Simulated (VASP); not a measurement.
# AlNi (Pm-3m) in VASP: notebook

The runs below take AlNi through electric field gradients, with PBE.

Program: VASP 6.6.1. These are calculated values, not measurements. Logs are shortened: lines on timing, memory, paths and dates and some standing lists are left out, and cuts for length are marked.

### 1 The cell of the first run

The structure is cubic, space group Pm-3m (No. 221). Conventional cell: a = 2.881 Å, b = 2.881 Å, c = 2.881 Å, α = 90.00°, β = 90.00°, γ = 90.00°. Al (site symmetry m-3m) has 8 Ni at 2.50 Å and 6 Al at 2.88 Å within 3.3 Å. Within 3.3 Å of Ni (site symmetry m-3m) lie 8 Al at 2.50 Å and 6 Ni at 2.88 Å.

### 2 Electric field gradients, PBE, collinear spin, ferromagnetic start

INCAR

```
PREC = Accurate ; ENCUT = 520
EDIFF = 1E-8 ; ISMEAR = -1
SIGMA = 0.03 ; LREAL = F
LASPH = T ; NELM = 150
ALGO = Normal ; ISIF = 2
LWAVE = F ; LCHARG = F
ISPIN = 2 ; MAGMOM = 0 1.5
LORBIT = 11 ; LMAXMIX = 4
GGA = PE ; LEFG = T
NBANDS = 18
```

KPOINTS

```
Automatic mesh
0
Gamma
  14 14 14
```

POSCAR

```
AlNi
1.0
    2.8810000000      0.0000000000      0.0000000000
    0.0000000000      2.8810000000      0.0000000000
    0.0000000000      0.0000000000      2.8810000000
Al Ni
1 1
Direct
    0.0000000000      0.0000000000      0.0000000000
    0.5000000000      0.5000000000      0.5000000000
```

Potentials or basis: VASP PAW PBE potentials, release 64 (Al, Ni).

Command:

```bash
$ cat potpaw_PBE.64/Al/POTCAR potpaw_PBE.64/Ni/POTCAR > POTCAR
$ mpirun -np 1 vasp_std > vasp.out
```

OUTCAR:

```text
PREC = Accurate
   ENCUT = 520
   EDIFF = 1E-8
   ISMEAR = -1
   LREAL = F
   LASPH = T
   NELM = 150
   ISIF = 2
   ISPIN = 2
   LORBIT = 11
   GGA = PE

 ion  position               nearest neighbor table
   1  0.000  0.000  0.000-   2 2.50   2 2.50   2 2.50   2 2.50   2 2.50   2 2.50   2 2.50   2 2.50

   2  0.500  0.500  0.500-   1 2.50   1 2.50   1 2.50   1 2.50   1 2.50   1 2.50   1 2.50   1 2.50

  LATTYP: Found a simple cubic cell.
 ALAT       =     2.8810000000

  Lattice vectors:

 A1 = (   2.8810000000,   0.0000000000,   0.0000000000)
 A2 = (   0.0000000000,   2.8810000000,   0.0000000000)
 A3 = (   0.0000000000,   0.0000000000,   2.8810000000)

Analysis of symmetry for initial positions (statically):
=====================================================================
 Subroutine PRICEL returns:
 Original cell was already a primitive cell.

 Routine SETGRP: Setting up the symmetry group for a
 simple cubic supercell.

 Subroutine GETGRP returns: Found 48 space group operations
 (whereof 48 operations were pure point group operations)
 out of a pool of 48 trial point group operations.

The static configuration has the point symmetry O_h .

Analysis of symmetry for dynamics (positions and initial velocities):
=====================================================================
 Subroutine PRICEL returns:
 Original cell was already a primitive cell.

 Routine SETGRP: Setting up the symmetry group for a
 simple cubic supercell.

 Subroutine GETGRP returns: Found 48 space group operations
 (whereof 48 operations were pure point group operations)
 out of a pool of 48 trial point group operations.

The dynamic configuration has the point symmetry O_h .

Analysis of structural, dynamic, and magnetic symmetry:
=====================================================================
 Subroutine PRICEL returns:
 Original cell was already a primitive cell.

 Routine SETGRP: Setting up the symmetry group for a
 simple cubic supercell.

 Subroutine GETGRP returns: Found 48 space group operations
 (whereof 48 operations were pure point group operations)
 out of a pool of 48 trial point group operations.

The overall configuration has the point symmetry O_h .

 Subroutine INISYM returns: Found 48 space group operations
 (whereof 48 operations are pure point group operations),
 and found     1 'primitive' translations

----------------------------------------------------------------------------------------

                                     Primitive cell

  volume of cell :      23.9128

  direct lattice vectors                    reciprocal lattice vectors
     2.881000000  0.000000000  0.000000000     0.347101701  0.000000000  0.000000000
     0.000000000  2.881000000  0.000000000     0.000000000  0.347101701  0.000000000
     0.000000000  0.000000000  2.881000000     0.000000000  0.000000000  0.347101701

  length of vectors
     2.881000000  2.881000000  2.881000000     0.347101701  0.347101701  0.347101701

  position of ions in fractional coordinates (direct lattice)
     0.000000000  0.000000000  0.000000000
     0.500000000  0.500000000  0.500000000

  ion indices of the primitive-cell ions
   primitive index   ion index
                 1           1
                 2           2

----------------------------------------------------------------------------------------

 KPOINTS: Automatic mesh

Automatic generation of k-mesh.
 Grid dimensions read from file:
 generate k-points for:   14   14   14

 Generating k-lattice:

  Cartesian coordinates                     Fractional coordinates (reciprocal lattice)
     0.024792979  0.000000000  0.000000000     0.071428571  0.000000000  0.000000000
     0.000000000  0.024792979  0.000000000     0.000000000  0.071428571  0.000000000
[... 61 lines left out ...]
   NSW    =      0    number of steps for IOM
   IBRION =     -1    ionic relax: 0-MD 1-quasi-New 2-CG
   NFREE  =      0    steps in history (QN), initial steepest desc. (CG)
   ISIF   =      2    stress and relaxation
   ISYM   =      2    0-nonsym 1-usesym 2-fastsym
   POTIM  = 0.5000    time-step for ionic-motion
   TEBEG  =    0.0;   TEEND  =   0.0 temperature during run
   PSTRESS=    0.0 pullay stress
   NELECT =      13.0000    total number of electrons
   NUPDOWN=      -1.0000    fix difference up-down
   EMIN   =  10.00;   EMAX   =-10.00  energy-range for DOS
   EFERMI =   0.00;   METHOD = LEGACY
   ISMEAR =    -1;   SIGMA  =   0.03  broadening in eV -4-tet -1-fermi 0-gaus
   EFERMI_NEDOS =   21; number of points for ismear=-14 and -15
   IALGO  =     38    algorithm
   IMIX   =      4    mixing-type and parameters
     AMIX     =   0.40;   BMIX     =  1.00
     AMIX_MAG =   1.60;   BMIX_MAG =  1.00
  volume/ion in A,a.u.               =      11.96        80.69
  Fermi-wavevector in a.u.,A,eV,Ry     =   1.336122  2.524904 24.289410  1.785221
  Thomas-Fermi vector in A             =   2.464773
   LORBIT       =     11    0 simple, 1 ext, 2 COOP (PROOUT), +10 PAW based schemes
   GGA     = PE    functional components
   LHFCALC =     F    Hartree Fock is set to
   AEXX    =    0.0000 exact exchange contribution
   IVDW    =     0    specifies the selected vdW correction
   LEPSILON=     F    determine dielectric tensor
   LRPA    =     F    only Hartree local field effects (RPA)
 spin polarized calculation
  energy-cutoff  :      520.00
  volume of cell :       23.91
 maximum number of plane-waves:       660
 NGX is ok and might be reduce to    24
   NGX = 11   NGY = 11   NGZ = 11

 number of electron      13.0000015 magnetization       0.0000195

 number of electron      13.0000015 magnetization      -0.0000183

 Free energy of the ion-electron system (eV)
  ---------------------------------------------------
  ext. energy  EPLUGINS =         0.00000000
  ---------------------------------------------------
  free energy    TOTEN  =       -10.53649433 eV

  energy without entropy =      -10.53329455  energy(sigma->0) =      -10.53489444

 E-fermi :   9.9925     XC(G=0): -12.0482

 val. band max:        9.9894948856   @ k =   0.3571   0.1429   0.1429
 cond. band min:      10.0316225790   @ k =   0.3571   0.2857   0.0714
 fundamental gap:      0.0421276934
 Fermi energy:         9.9924855359

 spin component 1

 k-point     1 :       0.0000    0.0000    0.0000
  band No.  band energies     occupation
      1      -1.1118      1.00000
      2       6.8011      1.00000
      3       6.8011      1.00000
      4       8.4860      1.00000
      5       8.4860      1.00000
      6       8.4860      1.00000
[... 493 lines left out ...]
     17      32.3933      0.00000
     18      34.5709      0.00000

 [... further k-points ...]

 spin component 2

 k-point     1 :       0.0000    0.0000    0.0000
  band No.  band energies     occupation
      1      -1.1118      1.00000
      2       6.8011      1.00000
      3       6.8011      1.00000
      4       8.4859      1.00000
      5       8.4859      1.00000
      6       8.4859      1.00000
[... 493 lines left out ...]
     17      32.3933      0.00000
     18      34.5709      0.00000

 [... further k-points ...]

------------------------ aborting loop because EDIFF is reached ----------------------------------------

  FORCE on cell =-STRESS in cart. coord.  units (eV):
  Direction    XX          YY          ZZ          XY          YZ          ZX
  --------------------------------------------------------------------------------------
  -------------------------------------------------------------------------------------
  Total        0.3112512      0.3112512      0.3112512      0.0000000     -0.0000000      0.0000000
  in kB       20.8541191     20.8541191     20.8541191      0.0000000     -0.0000000      0.0000000
  external PRESSURE =      20.8541191 kB  Pullay stress =       0.0000000 kB

 VOLUME and BASIS-vectors are now :
 -----------------------------------------------------------------------------
  energy-cutoff  :      520.00
  volume of cell :       23.91
      direct lattice vectors                 reciprocal lattice vectors
     2.881000000  0.000000000  0.000000000     0.347101701  0.000000000  0.000000000
     0.000000000  2.881000000  0.000000000     0.000000000  0.347101701  0.000000000
     0.000000000  0.000000000  2.881000000     0.000000000  0.000000000  0.347101701

 POSITION                                       TOTAL-FORCE (eV/Angst)
 -----------------------------------------------------------------------------------
      0.00000      0.00000      0.00000         0.000000      0.000000      0.000000
      1.44050      1.44050      1.44050         0.000000      0.000000      0.000000
 -----------------------------------------------------------------------------------
    total drift:                                0.000000      0.000000     -0.000000

  FREE ENERGIE OF THE ION-ELECTRON SYSTEM (eV)
  ---------------------------------------------------
  free  energy   TOTEN  =       -10.5364943320 eV

  energy  without entropy=      -10.5332945491  energy(sigma->0) =      -10.53489444

 Electric field gradients (V/A^2)
---------------------------------------------------------------------
 ion       V_xx      V_yy      V_zz      V_xy      V_xz      V_yz
---------------------------------------------------------------------
   1      -0.000     0.000     0.000    -0.000    -0.000     0.000
   2       0.000    -0.000     0.000    -0.000     0.000     0.000
---------------------------------------------------------------------

 Electric field gradients after diagonalization (V/A^2)
 (convention: |V_zz| > |V_xx| > |V_yy|)
----------------------------------------------------------------------
 ion       V_xx      V_yy      V_zz     asymmetry (V_yy - V_xx)/ V_zz
----------------------------------------------------------------------
   1      -0.000     0.000     0.000       0.658
   2       0.000    -0.000     0.000      -0.459
----------------------------------------------------------------------

           NMR quadrupolar parameters

 Cq : quadrupolar parameter    Cq=e*Q*V_zz/h
 eta: asymmetry parameters     (V_yy - V_xx)/ V_zz
 Q  : nuclear electric quadrupole moment in mb (millibarn)
----------------------------------------------------------------------
 ion       Cq(MHz)       eta       Q (mb)
----------------------------------------------------------------------
   1       0.000       0.658       1.000
   2       0.000      -0.459       1.000
----------------------------------------------------------------------

 total charge

# of ion       s       p       d       tot
------------------------------------------
    1        0.384   0.414   0.000   0.798
    2        0.475   0.515   8.475   9.465
--------------------------------------------------
tot          0.860   0.929   8.475  10.263

 magnetization (x)

# of ion       s       p       d       tot
------------------------------------------
    1        0.000   0.000   0.000   0.000
    2       -0.000  -0.000  -0.000  -0.000
--------------------------------------------------
tot          0.000  -0.000  -0.000  -0.000
```

Wall time 3.7 min (1 thread of AMD EPYC 7R13, shared host); peak memory 0.18 GiB.

Results:

- Free energy: -10.5365 eV
- Pressure: 2.1 GPa
- Net moment: 0.00 μB per cell
- Valence electrons inside the program's atomic spheres: Al 0.80; Ni 9.46

Caveat: the starting moments collapsed, and a magnetic state may lie lower; without QUAD_EFG the Cq values of the log hold for a quadrupole moment of 1 mb, not for the nuclei.

(Continued in part 2 of 2.)
